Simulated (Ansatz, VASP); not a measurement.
# Ca3Y: VASP beside Ansatz

Contents of INCAR:

```
  PREC = Accurate
  ENCUT = 520
  EDIFF = 1E-6
  ISMEAR = -1
  SIGMA = 0.05
  LREAL = F
  LASPH = T
  NELM = 100
  ALGO = Normal
  ISIF = 2
  LWAVE = F
  LCHARG = F
  NBANDS = 28
```

KPOINTS

```
regular mesh
0
Gamma
  5 5 5
```

Contents of POSCAR:

```
Ca3Y
1.0
    0.0000000000      4.2455650000      4.2455650000
    4.2455650000      0.0000000000      4.2455650000
    4.2455650000      4.2455650000      0.0000000000
Ca Y
3 1
Direct
    0.2500000000      0.2500000000      0.2500000000
    0.7500000000      0.7500000000      0.7500000000
    0.5000000000      0.5000000000      0.5000000000
    0.0000000000      0.0000000000      0.0000000000
```

Input for Ansatz:

```yaml
crystal:
  lattice:
    - [0.0, 4.245565, 4.245565]
    - [4.245565, 0.0, 4.245565]
    - [4.245565, 4.245565, 0.0]
  atoms:
    - { symbol: Ca, position: [0.25, 0.25, 0.25] }
    - { symbol: Ca, position: [0.75, 0.75, 0.75] }
    - { symbol: Ca, position: [0.5, 0.5, 0.5] }
    - { symbol: "Y", position: [0.0, 0.0, 0.0] }
kpoints:
  mp_grid:
    grid: [5, 5, 5]
hamiltonian:
  xc: lda
scf:
  occupations:
    method: fermi_dirac
    width: 0.05
output:
  stress: true
```

Alike in both runs: task single point; functional LDA; k mesh 5 × 5 × 5; occupations fermi-dirac, width 0.05 eV; no spin polarisation.

```csv
,VASP,Ansatz
version,VASP 6.6.1,Ansatz 0.2.0
potentials or method,"VASP PAW LDA potentials, release 64 (Ca_sv, Y_sv)","plane waves, PAW"
plane-wave cutoff (eV),520,420
valence electrons in the cell,41,41
```

|  | VASP | Ansatz | Ansatz less VASP |
| --- | --- | --- | --- |
| pressure (GPa) | -2.2 | -2.2 | +0.01 |

LDA's correlation is that of Perdew and Zunger in VASP and of Perdew and Wang (1992) in Ansatz.
